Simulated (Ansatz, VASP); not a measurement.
# LiCl in VASP and in Ansatz

```
Li Cl
1.0
     0.00000    2.73304    2.73304
     2.73304    0.00000    2.73304
     2.73304    2.73304    0.00000
Li Cl
1 1
Direct
  0.00000 0.00000 0.00000
  0.25000 0.25000 0.25000
```

Alike in both runs: task single point; functional PBE-based screened hybrid with a share of 0.4 of exact exchange and HFSCREEN = 0.2078; k mesh 4 × 4 × 4; no spin polarisation.

```csv
,VASP,Ansatz
version,VASP 6.6.1,Ansatz 0.2.0
potentials or method,"VASP PAW PBE potentials, release 64 (Li_sv, Cl)",plane waves
plane-wave cutoff (eV),520,420
occupations,"gaussian, width 0.01 eV",fixed
valence electrons in the cell,10,10
```

|  | VASP | Ansatz | Ansatz less VASP |
| --- | --- | --- | --- |
| gap on the k mesh at the Fermi level (eV) | 8.20 | 8.20 | +0.005 |

VASP's potentials were made for PBE, not for PBE-based screened hybrid. Ansatz's warnings: stress exchange threshold loose, stress scf threshold loose.

The k mesh is coarse, so the values compare programs but aren't converged. Noted on VASP's run: the cutoff is under 1.25 times that of the potentials, so the pressure is a little rough.
